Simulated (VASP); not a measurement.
## TiAl30 (a cell with a defect): single point with r2SCAN

The system is TiAl30 (a cell with a defect).

```
Al Ti
1.0
     8.10000    0.00000    0.00000
     0.00000    8.10000    0.00000
     0.00000    0.00000    8.10000
Al Ti
30 1
Direct
  0.49708 0.99979 0.99940
  0.75313 0.25325 0.99849
  0.73230 0.99978 0.25485
  0.00177 0.99983 0.00135
  0.24977 0.24681 0.00247
  0.49658 0.49979 0.99390
  0.75315 0.74638 0.99847
  0.50525 0.26543 0.24790
  0.75438 0.49978 0.24665
  0.75107 0.25172 0.50251
  0.75273 0.99983 0.75241
  0.00146 0.49983 0.00143
  0.24978 0.75281 0.00250
  0.00265 0.24663 0.24964
  0.24508 0.49979 0.24497
  0.50531 0.73407 0.24785
  0.99906 0.99981 0.49721
  0.24773 0.26568 0.50535
  0.50438 0.49978 0.50429
  0.75105 0.74791 0.50251
  0.25480 0.99980 0.73220
  0.50276 0.25141 0.75079
  0.75150 0.49983 0.75151
  0.00265 0.75297 0.24966
  0.99388 0.49981 0.49626
  0.24773 0.73388 0.50538
  0.99855 0.25371 0.75303
  0.24697 0.49982 0.75438
  0.50277 0.74823 0.75078
  0.99855 0.74594 0.75303
  0.27826 0.99969 0.27869
```

| Quantity | Value |
| --- | --- |
| Program | VASP 6.6.1 |
| Task | single point |
| Functional | r2SCAN |
| Potentials or basis | VASP PAW PBE potentials, release 64 (Al, Ti_sv) |
| Cutoff | 520 eV |
| k mesh | 2 × 2 × 2 |
| Occupations | gaussian, width 0.15 eV |
| Spin | no spin polarisation |

```
Pressure               : -4.4 GPa
Largest force          : 0.932 eV/Å
Band gap on the k mesh : zero (bands 51 and 52 overlap by 0.52 eV)
```

Forces on the atoms (eV/Å):
```
Al   0.045  0.000 -0.072
Al   0.016 -0.008  0.045
Al   0.003  0.000 -0.002
Al   0.069 -0.001  0.074
Al   0.032  0.016  0.007
Al   0.022 -0.001  0.057
Al   0.015  0.009  0.045
Al  -0.029 -0.093  0.067
Al  -0.028  0.001 -0.010
Al   0.038  0.043  0.043
Al   0.013  0.000  0.019
Al   0.028 -0.002  0.029
Al   0.032 -0.017  0.006
Al   0.002  0.021  0.032
Al   0.045  0.001  0.046
Al  -0.030  0.096  0.069
Al  -0.066  0.001  0.044
Al   0.071 -0.101 -0.032
Al  -0.003  0.001 -0.002
Al   0.037 -0.043  0.043
Al   0.000  0.000  0.001
Al   0.041  0.047  0.043
Al   0.046 -0.002  0.045
Al   0.002 -0.020  0.031
Al   0.059 -0.001  0.023
Al   0.071  0.102 -0.033
Al   0.045 -0.016  0.016
Al  -0.010 -0.001 -0.028
Al   0.041 -0.049  0.043
Al   0.045  0.018  0.016
Ti  -0.655 -0.002 -0.663
```

Stress tensor (GPa, compression positive):
```
-4.36  0.00  0.22
 0.00 -4.40  0.00
 0.22  0.00 -4.37
```

Levels at points of the mesh, in eV from the Fermi level:
```csv
k point,band 47,band 48,band 49,band 50,band 51,band 52,band 53,band 54,band 55,band 56
"(0.00, 0.00, 0.00)",-0.37,-0.26,-0.20,0.01,0.31,0.39,0.43,0.53,0.58,0.64
"(0.50, 0.00, 0.00)",-0.66,-0.32,-0.20,-0.14,-0.09,-0.04,0.06,0.36,0.53,0.59
"(0.00, 0.50, 0.00)",-0.65,-0.28,-0.22,-0.18,-0.17,-0.13,0.11,0.32,0.53,0.53
"(0.00, 0.00, 0.50)",-0.66,-0.32,-0.20,-0.14,-0.09,-0.03,0.06,0.36,0.52,0.59
"(0.50, 0.50, 0.00)",-0.83,-0.54,-0.26,-0.02,0.12,0.51,0.52,0.54,0.57,0.97
"(0.00, 0.50, 0.50)",-0.83,-0.54,-0.26,-0.02,0.12,0.51,0.52,0.54,0.57,0.97
"(0.50, 0.00, 0.50)",-0.86,-0.86,-0.16,0.02,0.16,0.35,0.46,0.62,0.65,0.93
"(0.50, 0.50, 0.50)",-0.50,-0.46,-0.44,-0.41,-0.40,-0.21,-0.17,-0.15,-0.07,0.27
```

Wall time 13 min on 1 thread of Intel(R) Xeon(R) 6975P-C (Granite Rapids), with other jobs on the host, peak memory 0.62 GiB.

Caveat: the k points lie up to 0.39 Å⁻¹ apart, too coarse for converged energies and pressures of a metal; the PAW data sets were made with another functional, which shifts forces and pressure a little.
